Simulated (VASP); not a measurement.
Runs of VASP 6.6.1 on Sb3Se. The structure is that of space group Fm-3m (No. 225), or close to it. The cells are those of the table. The cell was generated, and may not be a known phase.

```csv
task,cell,k mesh,cutoff (eV),gap on the mesh (eV),pressure (GPa),relaxed volume (Å³/atom)
single point,"a = 5.247 Å, angles 60.0°, 4 atoms",12 × 12 × 12,520,none,(b),-
relaxation of cell and atoms,"relaxed from a = 5.265 Å, angles 60.0°, 4 atoms",12 × 12 × 12,600,none,0.0,25.47
single point,"a = 5.961 Å, angles 60.0°, 4 atoms",4 × 4 × 4,520,none,-10.3,-
single point,"a = 5.265 Å, angles 60.0°, 4 atoms",4 × 4 × 4,520,none,-0.5,-
relaxation of cell and atoms,"relaxed from a = 5.961 Å, angles 60.0°, 4 atoms",4 × 4 × 4,600,none,0.0,(a)
```

Alike in all rows: level PBE; potentials or basis VASP PAW PBE potentials, release 64 (Sb, Se); no spin polarisation; smearing gaussian 0.1 eV.

Fill in the values left out.

(a) 25.61; (b) -0.1.

Caveats: some runs use coarse meshes; spin-orbit coupling is left out, which moves the levels of the heavy elements; an odd number of electrons without spin polarisation forces a metal; a magnetic or distorted state may lie lower; the cell stands under tension (at least some runs); the volume moved by over 15 % at a fixed basis, so the end points are rough (at least some runs).

A k mesh can miss the band edges, and the runs leave out spin-orbit coupling on Sb, Se.

A gap of «none» marks levels without a gap at the run's occupations.
